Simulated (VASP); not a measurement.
Here is a VASP 6.6.1 calculation.

File INCAR:

```
ALGO = Normal
EDIFF = 1E-6
ENCUT = 520
GGA = PE
ISIF = 2
ISMEAR = 0
LASPH = T
LCHARG = F
LDAU = T
LDAUJ = 0 0 0
LDAUL = -1 2 -1
LDAUPRINT = 1
LDAUTYPE = 2
LDAUU = 0 4 0
LMAXMIX = 4
LREAL = F
LWAVE = F
NBANDS = 28
NELM = 150
PREC = Accurate
SIGMA = 0.02
```

File KPOINTS:

```
k-points
0
Gamma
  8 8 8
```

POSCAR

```
SrTiO3
1.0
    4.0655437138      0.0000000000      0.0000000000
    0.0000000000      4.0655437138      0.0000000000
    0.0000000000      0.0000000000      3.8760814825
Sr Ti O
1 1 3
Direct
    0.0000000000      0.0000000000      0.0000000000
    0.5000000000      0.5000000000      0.5000000000
    0.5000000000      0.0000000000      0.5000000000
    0.5000000000      0.5000000000      0.0000000000
    0.0000000000      0.5000000000      0.5000000000
```

Potentials or basis: VASP PAW PBE potentials, release 64 (Sr_sv, Ti_sv, O).

Command:

```console
$ cat potpaw_PBE.64/Sr_sv/POTCAR potpaw_PBE.64/Ti_sv/POTCAR potpaw_PBE.64/O/POTCAR > POTCAR
$ mpirun -np 1 vasp_std > vasp.out
```

Problem. Predict the pressure.

Solution. -3.4 GPa.

Problem. Estimate the band gap on the k mesh.

Solution. 2.16 eV (least direct gap 2.60 eV).

Stress tensor (GPa, compression positive):
```
-6.81  0.00  0.00
 0.00 -6.81  0.00
 0.00  0.00  3.39
```

Caveat: the cell differs from its parent crystal (biaxial strain in the a-b plane: +3.0 %); the stress differs along the axes, from -7 to 3 GPa. A k mesh can miss the band edges.
